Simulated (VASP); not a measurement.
# Ti (P6_3/mmc) in VASP: further runs, part 2 of 2

VASP 6.6.1. The steps go on from the part before.

## (4) Single point, r2SCAN

Contents of POSCAR:

```
Ti
1.0
    2.9357969427      0.0000000000      0.0000000000
   -1.4678984714      2.5424747328      0.0000000000
    0.0000000000      0.0000000000      4.6361929056
Ti
2
Direct
    0.3333333333      0.6666666667      0.2500000000
    0.6666666667      0.3333333333      0.7500000000
```

Contents of INCAR.step1:

```
PREC = Accurate
ENCUT = 520
ISMEAR = 0
SIGMA = 0.15
LREAL = False
LASPH = True
NELM = 80
NBANDS = 19
GGA = PE
ALGO = Normal
EDIFF = 1E-4
LWAVE = True
LCHARG = False
```

Contents of INCAR.step2:

```
PREC = Accurate
ENCUT = 520
EDIFF = 1E-6
ISMEAR = 0
SIGMA = 0.15
LREAL = False
LASPH = True
NELM = 80
ALGO = Normal
ISIF = 2
LWAVE = False
LCHARG = True
METAGGA = R2SCAN
LMIXTAU = True
LELF = True
LVHAR = True
NBANDS = 19
ISTART = 1
```

Contents of KPOINTS:

```
regular mesh
0
Gamma
  24 24 14
```

Potentials or basis: VASP PAW PBE potentials, release 64 (Ti_sv).

Command:

```console
> cat potpaw_PBE.64/Ti_sv/POTCAR > POTCAR
> cp INCAR.step1 INCAR
> mpirun -np 1 vasp_std > vasp.out
> cp INCAR.step2 INCAR
> mpirun -np 1 vasp_std > vasp.out
```

OUTCAR:

```text
PREC = Accurate
   ENCUT = 520
   EDIFF = 1E-6
   ISMEAR = 0
   LREAL = False
   LASPH = True
   NELM = 80
   ISIF = 2
   METAGGA = R2SCAN
   ISTART = 1

 ion  position               nearest neighbor table
   1  0.333  0.667  0.250-   2 2.87   2 2.87   2 2.87   2 2.87   2 2.87   2 2.87
   2  0.667  0.333  0.750-   1 2.87   1 2.87   1 2.87   1 2.87   1 2.87   1 2.87

  LATTYP: Found a hexagonal cell.
 ALAT       =     2.9357969427
 C/A-ratio  =     1.5791939961

  Lattice vectors:

 A1 = (   2.9357969427,   0.0000000000,   0.0000000000)
 A2 = (  -1.4678984714,   2.5424747328,   0.0000000000)
 A3 = (   0.0000000000,   0.0000000000,   4.6361929056)

Analysis of symmetry for initial positions (statically):
=====================================================================
 Subroutine PRICEL returns:
 Original cell was already a primitive cell.

 Routine SETGRP: Setting up the symmetry group for a
 hexagonal supercell.

 Subroutine GETGRP returns: Found 24 space group operations
 (whereof 12 operations were pure point group operations)
 out of a pool of 24 trial point group operations.

The static configuration has the point symmetry D_3d.
 The point group associated with its full space group is D_6h.

Analysis of symmetry for dynamics (positions and initial velocities):
=====================================================================
 Subroutine PRICEL returns:
 Original cell was already a primitive cell.

 Routine SETGRP: Setting up the symmetry group for a
 hexagonal supercell.

 Subroutine GETGRP returns: Found 24 space group operations
 (whereof 12 operations were pure point group operations)
 out of a pool of 24 trial point group operations.

The dynamic configuration has the point symmetry D_3d.
 The point group associated with its full space group is D_6h.

 Subroutine INISYM returns: Found 24 space group operations
 (whereof 12 operations are pure point group operations),
 and found     1 'primitive' translations

[... 111 lines left out ...]
   IALGO  =     38    algorithm
   IMIX   =      4    mixing-type and parameters
     AMIX     =   0.40;   BMIX     =  1.00
     AMIX_MAG =   1.60;   BMIX_MAG =  1.00
  volume/ion in A,a.u.               =      17.30       116.76
  Fermi-wavevector in a.u.,A,eV,Ry     =   1.449096  2.738395 28.570596  2.099880
  Thomas-Fermi vector in A             =   2.566862
   LORBIT       =      0    0 simple, 1 ext, 2 COOP (PROOUT), +10 PAW based schemes
   METAGGA = R2SCAN    functional components
   LHFCALC =     F    Hartree Fock is set to
   AEXX    =    0.0000 exact exchange contribution
   IVDW    =     0    specifies the selected vdW correction
   LEPSILON=     F    determine dielectric tensor
   LRPA    =     F    only Hartree local field effects (RPA)
 non-spin polarized calculation
 Gauss-broadening in eV      SIGMA  =   0.15
  energy-cutoff  :      520.00
  volume of cell :       34.61
 maximum number of plane-waves:       965
 NGX is ok and might be reduce to    24
   NGX = 11   NGY = 11   NGZ = 17

 number of electron      24.0000002 magnetization

 Free energy of the ion-electron system (eV)
  ---------------------------------------------------
  ext. energy  EPLUGINS =         0.00000000
  ---------------------------------------------------
  free energy    TOTEN  =       -25.91086946 eV

  energy without entropy =      -25.89160362  energy(sigma->0) =      -25.90123654

 E-fermi :   8.4407     XC(G=0): -12.4156

 val. band max:        8.4351085532   @ k =   0.3333   0.2500   0.2857
 cond. band min:       8.4412191432   @ k =   0.1667   0.0417   0.3571
 fundamental gap:      0.0061105900
 Fermi energy:         8.4407157388

 k-point     1 :       0.0000    0.0000    0.0000
  band No.  band energies     occupation
      1     -50.7930      2.00000
      2     -50.6456      2.00000
      3     -26.3609      2.00000
      4     -25.6849      2.00000
      5     -25.6849      2.00000
      6     -25.6109      2.00000
[... 505 lines left out ...]
      6     -25.8382      2.00000
[... 11 lines left out ...]
     18      12.2698      0.00000
     19      12.9155      0.00000

 [... further k-points ...]

------------------------ aborting loop because EDIFF is reached ----------------------------------------

  FORCE on cell =-STRESS in cart. coord.  units (eV):
  Direction    XX          YY          ZZ          XY          YZ          ZX
  --------------------------------------------------------------------------------------
  -------------------------------------------------------------------------------------
  Total        0.0810412      0.0810412      0.0940097     -0.0000000     -0.0000000      0.0000000
  in kB        3.7520835      3.7520835      4.3525018     -0.0000000     -0.0000000      0.0000000
  external PRESSURE =       3.9522229 kB  Pullay stress =       0.0000000 kB

 VOLUME and BASIS-vectors are now :
 -----------------------------------------------------------------------------
  energy-cutoff  :      520.00
  volume of cell :       34.61
      direct lattice vectors                 reciprocal lattice vectors
     2.935796943  0.000000000  0.000000000     0.340623013  0.196658788  0.000000000
    -1.467898471  2.542474733  0.000000000     0.000000000  0.393317576  0.000000000
     0.000000000  0.000000000  4.636192906     0.000000000  0.000000000  0.215694217

 POSITION                                       TOTAL-FORCE (eV/Angst)
 -----------------------------------------------------------------------------------
     -0.00000      1.69498      1.15905         0.000000      0.000000      0.000000
      1.46790      0.84749      3.47714        -0.000000      0.000000      0.000000
 -----------------------------------------------------------------------------------
    total drift:                               -0.000000      0.000000     -0.000000

  FREE ENERGIE OF THE ION-ELECTRON SYSTEM (eV)
  ---------------------------------------------------
  free  energy   TOTEN  =       -25.9108694551 eV

  energy  without entropy=      -25.8916036182  energy(sigma->0) =      -25.90123654
```

OUTCAR.step1:

```text
PREC = Accurate
   ENCUT = 520
   ISMEAR = 0
   LREAL = False
   LASPH = True
[... 753 lines left out ...]
     -0.00000      1.69498      1.15905        -0.000000      0.000000      0.000000
      1.46790      0.84749      3.47714         0.000000     -0.000000      0.000000
 -----------------------------------------------------------------------------------
    total drift:                               -0.000000      0.000000     -0.000000

  FREE ENERGIE OF THE ION-ELECTRON SYSTEM (eV)
  ---------------------------------------------------
  free  energy   TOTEN  =       -15.6833102448 eV

  energy  without entropy=      -15.6600214160  energy(sigma->0) =      -15.67166583
```

OSZICAR.step1:

```text
N       E                     dE             d eps       ncg     rms          rms(c)
DAV:   1     0.264172420028E+03    0.26417E+03   -0.13062E+04 18592   0.158E+03
DAV:   2     0.127943522614E+02   -0.25138E+03   -0.24722E+03 19055   0.441E+02
DAV:   3    -0.164244510478E+02   -0.29219E+02   -0.28837E+02 34345   0.124E+02
DAV:   4    -0.176916244299E+02   -0.12672E+01   -0.12651E+01 21635   0.266E+01
DAV:   5    -0.177516313058E+02   -0.60007E-01   -0.60000E-01 27317   0.417E+00    0.119E+01
DAV:   6    -0.156791703878E+02    0.20725E+01   -0.75328E+00 21545   0.276E+01    0.299E+00
DAV:   7    -0.156639727314E+02    0.15198E-01   -0.69449E-01 27954   0.610E+00    0.207E+00
DAV:   8    -0.156908409850E+02   -0.26868E-01   -0.20101E-01 20276   0.514E+00    0.711E-01
DAV:   9    -0.156828685146E+02    0.79725E-02   -0.44305E-02 20962   0.215E+00    0.701E-02
DAV:  10    -0.156832790613E+02   -0.41055E-03   -0.32568E-03 26600   0.338E-01    0.770E-02
DAV:  11    -0.156833102448E+02   -0.31183E-04   -0.97713E-05 13863   0.732E-02
   1 F= -.15683310E+02 E0= -.15671666E+02  d E =-.232888E-01
```

Run time: 29 min. Hardware: 1 thread of Oxide Virtual Turin-like, shared host; peak memory 0.34 GiB.

What came out:

| Quantity | Value |
| --- | --- |
| Free energy | -25.9109 eV |
| Pressure | 0.4 GPa |
| Band gap on the k mesh | zero (bands 12 and 13 overlap by 1.29 eV) |

Levels at points of the mesh, in eV from the Fermi level:
| k point | band 8 | band 9 | band 10 | band 11 | band 12 | band 13 | band 14 | band 15 | band 16 | band 17 |
| --- | --- | --- | --- | --- | --- | --- | --- | --- | --- | --- |
| (0.00, 0.00, 0.00) | -34.02 | -6.63 | -2.87 | 0.60 | 0.86 | 0.86 | 0.99 | 1.40 | 1.40 | 1.82 |
| (0.50, 0.00, 0.00) | -34.09 | -2.53 | -2.30 | -1.95 | -0.85 | 0.60 | 0.71 | 1.28 | 3.55 | 3.78 |
| (0.00, 0.00, 0.50) | -34.07 | -4.68 | -4.68 | 0.07 | 0.07 | 0.77 | 0.77 | 0.77 | 0.77 | 3.04 |
| (0.50, 0.00, 0.50) | -34.18 | -2.69 | -2.69 | -0.87 | -0.87 | 1.25 | 1.25 | 1.91 | 1.91 | 3.69 |

Caveat: the PAW data sets were made with another functional, which shifts forces and pressure a little.

## (5) Summary

```tsv
cell	k mesh	smearing	gap on the mesh (eV)	pressure (GPa)
a = 2.936, b = 2.936, c = 4.636 Å, angles 90.0, 90.0, 120.0°, 2 atoms	24 × 24 × 12	gaussian 0.1 eV	none	0.4
a = 2.965, b = 2.965, c = 4.601 Å, angles 90.0, 90.0, 120.0°, 2 atoms	24 × 24 × 12	gaussian 0.1 eV	none	-1.1
a = 2.936, b = 2.936, c = 4.636 Å, angles 90.0, 90.0, 120.0°, 2 atoms	24 × 24 × 14	gaussian 0.15 eV	none	0.4
```

Alike in all rows: task single point; level r2SCAN; potentials or basis VASP PAW PBE potentials, release 64 (Ti_sv); no spin polarisation; cutoff (eV) 520.

Caveats: the PAW data sets were made with another functional, which shifts forces and pressure a little.

Total energies depend on the potentials used, so only differences within one code and one set of settings carry meaning.
